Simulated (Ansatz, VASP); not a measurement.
**Li3S2 in VASP and in Ansatz**

The input INCAR:

```
ALGO = Normal
EDIFF = 1E-6
EDIFFG = -0.01
ENCUT = 600
GGA = PE
IBRION = 2
ISIF = 3
ISMEAR = 0
LASPH = True
LCHARG = False
LREAL = False
LWAVE = False
NELM = 60
NSW = 100
PREC = Accurate
SIGMA = 0.1
```

The input KPOINTS:

```
k-points
0
Gamma
  12 12 8
```

The input POSCAR:

```
Li3S2
1.0
    4.0842493912      0.0000000000      0.0000000000
   -2.0421246956      3.5370637282      0.0000000000
    0.0000000000      0.0000000000      5.4955931905
Li S
3 2
Direct
    0.0000000000      0.0000000000      0.0000000000
    0.3333333333      0.6666666667      0.6876212991
    0.6666666667      0.3333333333      0.3123787009
    0.3333333333      0.6666666667      0.2321756866
    0.6666666667      0.3333333333      0.7678243134
```

Input for Ansatz:

```yaml
crystal:
  lattice:
    - [4.0842493912, 0.0, 0.0]
    - [-2.0421246956, 3.5370637282, 0.0]
    - [0.0, 0.0, 5.4955931905]
  atoms:
    - { symbol: Li, position: [0.0, 0.0, 0.0] }
    - { symbol: Li, position: [0.3333333333, 0.6666666667, 0.6876212991] }
    - { symbol: Li, position: [0.6666666667, 0.3333333333, 0.3123787009] }
    - { symbol: S, position: [0.3333333333, 0.6666666667, 0.2321756866] }
    - { symbol: S, position: [0.6666666667, 0.3333333333, 0.7678243134] }
basis:
  ecutwfc: 420
kpoints:
  mp_grid: { grid: [12, 12, 8] }
hamiltonian:
  xc: pbe
scf:
  occupations: { method: gaussian, width: 0.1 }
output:
  forces: true
  stress: true
  eigenvalues: true
relax:
  adjacent_minimum: "off"
  f_tol: 0.01
  max_steps: 80
  cell: { stress_tol: 0.05 }
```

Alike in both runs: task relaxation of cell and atoms; functional PBE; k mesh 12 × 12 × 8; occupations gaussian, width 0.1 eV; no spin polarisation.

|  | VASP | Ansatz |
| --- | --- | --- |
| version | VASP 6.6.1 | Ansatz 0.2.0 |
| potentials or method | VASP PAW PBE potentials, release 64 (Li_sv, S), cutoff 600 eV | scalar-relativistic, plane waves, PAW |
| valence electrons in the cell | 21 | 21 |

Ansatz gave:

| Item | Value |
| --- | --- |
| gap on the k mesh at the Fermi level, each at its own relaxed structure (eV) | none |
| relaxed volume (Å³/atom) | 15.89 |
| relaxed cell length with the largest relative difference (Å) | 5.500 |

Q: Estimate VASP's values.

A: gap on the k mesh at the Fermi level, each at its own relaxed structure (eV): none; relaxed volume (Å³/atom): 15.86; relaxed cell length with the largest relative difference (Å): 5.494.

A gap of «none» marks a metal or a gap that the smearing closes.

Noted on VASP's run: the cutoff is short for stress, so the pressure is rough.
